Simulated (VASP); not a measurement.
Here is a VASP 6.6.1 calculation.

Contents of INCAR:

```
SYSTEM = Mg8HO8
PREC = Accurate
ENCUT = 520
EDIFF = 1E-6
ISMEAR = -1
SIGMA = 0.05
LREAL = Auto
LASPH = .TRUE.
NELM = 150
ALGO = Normal
ISIF = 2
LWAVE = .FALSE.
LCHARG = .FALSE.
ISPIN = 2
MAGMOM = 0 0 0 0 0 0 0 0 0 0 0 0 0 0 0 0 1
LORBIT = 11
GGA = PE
IVDW = 12
NBANDS = 50
```

Contents of KPOINTS:

```
regular mesh
0
G
  3 3 3
  0 0 0
```

The input POSCAR:

```
Mg8HO8
1.0
    0.0000000000      4.2410000000      4.2410000000
    4.2410000000      0.0000000000      4.2410000000
    4.2410000000      4.2410000000      0.0000000000
Mg O H
8 8 1
Direct
   -0.0015089340     -0.0011298039      0.0046670269
   -0.0014990276     -0.0011197770      0.4981910135
    0.0008214467      0.5002421645     -0.0004303329
   -0.0015364509      0.5054372811      0.4981541616
    0.4998772915      0.0011756585     -0.0004248779
    0.5050154977     -0.0011429974      0.4981684293
    0.4998641205      0.5002341066     -0.0004371459
    0.4998670208      0.5002372952      0.5005328823
    0.2557633120      0.2561257663      0.2328427534
    0.2557698282      0.2561322315      0.7554740364
    0.2491021107      0.7508131910      0.2501438455
    0.2557447622      0.7335569420      0.7554488289
    0.7504426741      0.2494760446      0.2501420428
    0.7331649778      0.2561170613      0.7554586509
    0.7504457032      0.7508144439      0.2501445503
    0.7504455679      0.7508142116      0.7487988360
    0.1251438991      0.1256109801      0.6247562989
```

Potentials or basis: VASP PAW PBE potentials, release 64 (Mg, O, H).

Command:

```console
$ cat potpaw_PBE.64/Mg/POTCAR potpaw_PBE.64/O/POTCAR potpaw_PBE.64/H/POTCAR > POTCAR
$ mpirun -np 1 vasp_std > vasp.out
```

(1) Estimate the site moments.

(2) Predict the net moment.

(3) Estimate the largest force.

## Answers

(1) Mg +0.00; O +0.10, -0.00 (each value once); H +0.26 μB.

(2) 0.93 μB per cell.

(3) 0.033 eV/Å.

Caveat: the k points lie up to 0.43 Å⁻¹ apart; a moment this small can come from the mesh or the smearing.
